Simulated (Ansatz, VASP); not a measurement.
## Two plane-wave programs on AlFe3

INCAR

```
SYSTEM = AlFe3
PREC = Accurate
ENCUT = 520
EDIFF = 1E-7
ISMEAR = -1
SIGMA = 0.1
LREAL = .FALSE.
LASPH = .TRUE.
NELM = 150
ALGO = Normal
ISIF = 2
LWAVE = .FALSE.
LCHARG = .TRUE.
ISPIN = 2
MAGMOM = 0 4.5 4.5 4.5
LORBIT = 11
LMAXMIX = 4
GGA = PS
LELF = .TRUE.
LVHAR = .TRUE.
NBANDS = 26
```

File KPOINTS:

```
regular mesh
0
G
  5 5 5
  0 0 0
```

POSCAR

```
AlFe3
1.0
    3.6392911100      0.0000000000      0.0000000000
    0.0000000000      3.6392911100      0.0000000000
    0.0000000000      0.0000000000      3.6392911100
Al Fe
1 3
Direct
    0.0000000000      0.0000000000      0.0000000000
    0.0000000000      0.5000000000      0.5000000000
    0.5000000000      0.0000000000      0.5000000000
    0.5000000000      0.5000000000      0.0000000000
```

Input for Ansatz:

```yaml
crystal:
  lattice:
    - [3.63929111, 0.0, 0.0]
    - [0.0, 3.63929111, 0.0]
    - [0.0, 0.0, 3.63929111]
  atoms:
    - { symbol: Al, position: [0.0, 0.0, 0.0], spin: 0.0 }
    - { symbol: Fe, position: [0.0, 0.5, 0.5], spin: 4.5 }
    - { symbol: Fe, position: [0.5, 0.0, 0.5], spin: 4.5 }
    - { symbol: Fe, position: [0.5, 0.5, 0.0], spin: 4.5 }
kpoints:
  mp_grid:
    grid: [5, 5, 5]
hamiltonian:
  xc: pbesol
magnetization:
  spin_polarized: true
scf:
  occupations:
    method: fermi_dirac
    width: 0.1
```

Alike in both runs: task single point; functional PBEsol; k mesh 5 × 5 × 5; occupations fermi-dirac, width 0.1 eV; collinear spin.

```csv
,VASP,Ansatz
version,VASP 6.6.1,Ansatz 0.2.0
potentials or method,"VASP PAW PBE potentials, release 64 (Al, Fe)","plane waves, PAW"
plane-wave cutoff (eV),520,420
valence electrons in the cell,27,51
```

|  | VASP | Ansatz | Ansatz less VASP |
| --- | --- | --- | --- |
| net moment per atom (μB) | 1.68 | 1.67 | -0.003 |
| size of the moment on the site where the two differ most (μB) | 0.07 | 0.10 | +0.022 |

VASP's potentials were made for PBE, not for PBEsol. Site moments also hang on the region over which each program counts them. VASP's potentials hold 27 valence electrons a cell and Ansatz's 51, so a difference there can come from the potentials and not from the codes. Ansatz's warnings: given moment on shells.
